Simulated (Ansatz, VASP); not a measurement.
## Two plane-wave programs on TaSi2

```
Ta Si
1.0
     4.76136    0.00000    0.00000
    -2.38068    4.12346    0.00000
     0.00000    0.00000    6.55812
Ta Si
3 6
Direct
  0.27527 0.00000 0.96737
  0.50000 0.50000 0.66667
  0.00000 0.50000 0.33333
  0.15926 0.31852 0.00000
  0.84074 0.15926 0.66667
  0.68148 0.84074 0.33333
  0.84074 0.68148 0.00000
  0.15926 0.84074 0.66667
  0.31852 0.15926 0.33333
```

Alike in both runs: task single point; functional PBEsol; k mesh 9 × 9 × 6; occupations gaussian, width 0.15 eV; no spin polarisation.

```csv
,VASP,Ansatz
version,VASP 6.6.1,Ansatz 0.2.0
potentials or method,"VASP PAW PBE potentials, release 64 (Ta_pv, Si), cutoff 520 eV","scalar-relativistic, plane waves, PAW"
valence electrons in the cell,57,63
```

VASP gave:

* gap on the k mesh at the Fermi level (eV): none
* rms of the force components (eV/Å): 8.253

Problem. Which values does Ansatz return?

Solution. gap on the k mesh at the Fermi level (eV): none; rms of the force components (eV/Å): 8.201.

VASP's potentials were made for PBE, not for PBEsol, and Ansatz warns of the same on its side. Atom by atom the forces differ by 0.054 eV/Å (rms over components). A gap of «none» marks a metal or a gap that the smearing closes. With one functional, cell and mesh, what is left measures potentials, basis and numerics. VASP's potentials hold 57 valence electrons a cell and Ansatz's 63, so a difference there can come from the potentials and not from the codes.

Neither program's run includes spin-orbit coupling.
